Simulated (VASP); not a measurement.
## TiAl: single point with PBEsol

The system is TiAl.

```
Ti Al
1.0
     2.87600    0.00000    0.00000
    -1.43800    2.49069    0.00000
     0.00000    0.00000    4.98870
Ti Al
1 1
Direct
  0.00000 0.00000 0.00000
  0.33333 0.66667 0.50000
```

```yaml
Program: VASP 6.6.1
Task: single point
Functional: PBEsol
Potentials_or_basis: VASP PAW PBE potentials, release 64 (Ti_sv, Al)
Cutoff: 520 eV
k_mesh: 18 × 18 × 10
Occupations: gaussian, width 0.15 eV
Spin: no spin polarisation
Dipole_correction: no
Further_INCAR_settings: ALGO = Normal; EDIFF = 1e-06; NBANDS = 14
```

```yaml
Pressure: -9.1 GPa
Band_gap_on_the_k_mesh: zero (an odd number of electrons rules out a gap without spin polarisation)
```

Stress tensor (GPa, compression positive):
```
 -5.86   0.00   0.00
  0.00  -5.86   0.00
  0.00   0.00 -15.63
```

Levels at points of the mesh, in eV from the Fermi level:
```
           k point  band 4  band 5  band 6  band 7  band 8  band 9  band 10  band 11
(0.00, 0.00, 0.00)  -32.45   -8.73   -2.52   -2.22    1.21    1.21     2.67     2.67
(0.50, 0.00, 0.00)  -32.58   -3.46   -2.68   -1.44   -1.03    2.05     3.52     3.72
(0.00, 0.00, 0.50)  -32.45   -8.05   -5.23   -0.71    1.21    1.21     2.63     2.63
(0.50, 0.00, 0.50)  -32.58   -3.39   -2.42   -1.76    0.52    0.84     1.93     2.21
```

It took 82 s on 1 thread of Intel(R) Xeon(R) Platinum 8259CL CPU @ 2.50GHz (Skylake/Cascade Lake), on a shared host, peak memory 0.25 GiB.

Caveat: the stress differs along the axes, from -16 to -6 GPa; the PAW data sets were made with another functional, which shifts forces and pressure a little.
